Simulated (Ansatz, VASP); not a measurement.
# Two plane-wave programs on Pb

The input INCAR:

```
PREC = Accurate
ENCUT = 600
EDIFF = 1E-7
ISMEAR = -1
SIGMA = 0.1
LREAL = F
LASPH = T
NELM = 150
ALGO = Normal
ISIF = 3
LWAVE = F
LCHARG = F
ISPIN = 2
MAGMOM = 0
LORBIT = 11
GGA = RP
IBRION = 2
NSW = 60
EDIFFG = -0.05
```

KPOINTS

```
regular mesh
0
Gamma
  7 7 7
```

The input POSCAR:

```
Pb
1.0
   -1.9877910000      1.9906730000      1.9934330000
    1.9794590000     -1.9574870000      1.9519150000
    1.9965790000      1.9662750000     -1.9602470000
Pb
1
Direct
    0.0000000000      0.0000000000      0.0000000000
```

Contents of input.yaml:

```yaml
crystal:
  lattice:
    - [-1.987791, 1.990673, 1.993433]
    - [1.979459, -1.957487, 1.951915]
    - [1.996579, 1.966275, -1.960247]
  atoms:
    - { symbol: Pb, position: [0.0, 0.0, 0.0] }
hamiltonian:
  xc: rpbe
  pseudopotentials: { kind: paw, accuracy: stringent }
magnetization:
  spin_polarized: true
kpoints:
  mp_grid: { grid: [7, 7, 7] }
scf:
  occupations: { method: fermi_dirac, width: 0.1 }
  convergence: { dr2_threshold: 1.0e-06 }
output:
  forces: true
  stress: true
relax:
  f_tol: 0.05
  max_steps: 40
  cell: { stress_tol: 0.05 }
  max_displacement: 0.05
```

Alike in both runs: task relaxation of cell and atoms; functional RPBE; k mesh 7 × 7 × 7; occupations fermi-dirac, width 0.1 eV; collinear spin.

|  | VASP | Ansatz |
| --- | --- | --- |
| version | VASP 6.6.1 | Ansatz 0.2.0 |
| potentials or method | VASP PAW PBE potentials, release 64 (Pb_d) | SSSP precision PAW |
| plane-wave cutoff (eV) | 600 | 612 |
| valence electrons in the cell | 14 | 14 |

VASP gave:

| Quantity | Value |
| --- | --- |
| net moment per atom (μB) | 0.00 |
| relaxed volume (Å³/atom) | 32.83 |
| relaxed cell length with the largest relative difference (Å) | 3.473 |

**Question.** Which values does Ansatz return?

**Answer.** net moment per atom (μB): 0.00; relaxed volume (Å³/atom): 33.14; relaxed cell length with the largest relative difference (Å): 3.541.

VASP's potentials were made for PBE, not for RPBE.

Neither program's run includes spin-orbit coupling. Noted on Ansatz's run: the potentials were made for another functional, which shifts forces and pressure; the plane-wave basis is chosen anew once the cell has moved, so the energies of steps on either side of that aren't comparable.
